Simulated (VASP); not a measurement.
Wanted: the native input for a VASP 6.6.1 run.

| Quantity | Value |
| --- | --- |
| Task | single point |
| Functional | PBE |
| Potentials or basis | VASP PAW PBE potentials, release 64 (In_d, Pb_d, N) |
| Cutoff | 520 eV |
| k mesh | 4 × 4 × 4 |
| Occupations | gaussian, width 0.1 eV |
| Spin | no spin polarisation |
| Dipole correction | no |
| Further INCAR settings | ALGO = Normal; EDIFF = 1e-06; NBANDS = 41 |

The structure of InPbN lies in POSCAR:

```
InPbN
1.0
    4.1860604709      0.0000000000      0.0000000000
    0.0000000000      4.1860604709      0.0000000000
    0.0000000000      0.0000000000      7.4787984124
In Pb N
2 2 2
Direct
    0.5000000000      0.0000000000      0.1021285320
    0.0000000000      0.5000000000      0.8978714680
    0.5000000000      0.0000000000      0.6119656580
    0.0000000000      0.5000000000      0.3880343420
    0.0000000000      0.0000000000      0.0000000000
    0.5000000000      0.5000000000      0.0000000000
```

One way to write it, as run:

INCAR

```
SYSTEM = InPbN
  PREC = Accurate
  ENCUT = 520
  EDIFF = 1E-6
  ISMEAR = 0
  SIGMA = 0.1
  LREAL = .False.
  LASPH = .True.
  NELM = 100
  ALGO = Normal
  ISIF = 2
  LWAVE = .False.
  LCHARG = .False.
  GGA = PE
  NBANDS = 41
```

KPOINTS

```
Automatic mesh
0
Gamma
  4 4 4
  0 0 0
```

Potentials or basis: VASP PAW PBE potentials, release 64 (In_d, Pb_d, N).

Command:

```sh
$ cat potpaw_PBE.64/In_d/POTCAR potpaw_PBE.64/Pb_d/POTCAR potpaw_PBE.64/N/POTCAR > POTCAR
$ mpirun -np 1 vasp_std > vasp.out
```

Results of the run:

The pressure is 0.1 GPa, the largest force is 0.008 eV/Å and the band gap on the k mesh is zero (band 32 reaches 6.84 eV, above the bottom of band 33 at 6.36 eV).

Caveat: the k points lie up to 0.38 Å⁻¹ apart; spin-orbit coupling is left out, which moves the levels of the heavy elements.

Wall time 63 s on 1 thread of Intel(R) Xeon(R) Platinum 8488C (Sapphire Rapids), on a shared host, peak memory 0.27 GiB.
